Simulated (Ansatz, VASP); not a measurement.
One calculation of CaSi2N3, two programs

```
CELL_PARAMETERS angstrom
5.20497 0.00000 0.00000
-2.60248 4.50764 0.00000
0.00000 0.00000 2.60412
ATOMIC_POSITIONS crystal
Ca 0.00000 0.00000 0.00000
Si 0.33333 0.66667 0.00000
Si 0.66667 0.33333 0.00000
N 0.50000 0.00000 0.50000
N 0.50000 0.50000 0.50000
N 0.00000 0.50000 0.50000
```

Change from the starting cell: species swapped into the YbCo3B2 type (P6/mmm, No. 191).

Alike in both runs: task single point; functional PBE; k mesh 6 × 6 × 6; occupations gaussian, width 0.1 eV; collinear spin.

```csv
,VASP,Ansatz
version,VASP 6.6.1,Ansatz 0.2.0
potentials or method,"VASP PAW PBE potentials, release 64 (Ca_sv, Si, N), cutoff 520 eV","scalar-relativistic, plane waves, PAW"
valence electrons in the cell,33,33
```

|  | VASP | Ansatz | Ansatz less VASP |
| --- | --- | --- | --- |
| gap on the k mesh at the Fermi level (eV) | none | none | - |
| pressure (GPa) | -0.1 | -0.3 | -0.23 |
| traceless stress, the component that is largest in VASP (GPa) | 0.10 | 0.16 | +0.054 |
| net moment per atom (μB) | 0.00 | 0.01 | +0.010 |
| size of the moment on the site where the two differ most (μB) | 0.00 | 0.04 | +0.041 |

Site moments also hang on the region over which each program counts them. A gap of «none» marks a metal or a gap that the smearing closes. The functional is the same, so the differences come from potentials, cutoffs and numerics. Ansatz's warnings: seeded moment not kept.

The k mesh is coarse, so the values compare programs but aren't converged.
